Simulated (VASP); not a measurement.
Input of a VASP 6.6.1 run:

Contents of INCAR:

```
SYSTEM = O
PREC = Accurate
ENCUT = 520
EDIFF = 1E-7
ISMEAR = -1
SIGMA = 0.05
LREAL = .FALSE.
LASPH = .TRUE.
NELM = 100
ALGO = Normal
ISIF = 2
LWAVE = .FALSE.
LCHARG = .FALSE.
GGA = PS
NBANDS = 13
```

Contents of KPOINTS:

```
regular mesh
0
G
  10 10 7
  0 0 0
```

File POSCAR:

```
O
1.0
    2.0399201722     -1.1798234494      0.1162770382
    2.0399201722      1.1798234494      0.1162770382
   -1.5643188116      0.0000000000      3.4458483428
O
2
Direct
    0.9431412189      0.9431412189      0.8298522242
    0.0568587811      0.0568587811      0.1701477758
```

Potentials or basis: VASP PAW PBE potentials, release 64 (O).

Run with:

```console
$ cat potpaw_PBE.64/O/POTCAR > POTCAR
$ mpirun -np 1 vasp_std > vasp.out
```

(1) Estimate the pressure.

(2) What does it give for the largest force?

(3) Predict the band gap on the k mesh.

Results:

(1) 15.2 GPa.

(2) 1.534 eV/Å.

(3) zero (band 6 reaches 4.79 eV, above the bottom of band 7 at 1.83 eV).

Caveat: the standard files for N, O and F lose accuracy on very short bonds; spin is off for a triplet molecule; the PAW data sets were made with another functional, which shifts forces and pressure a little.
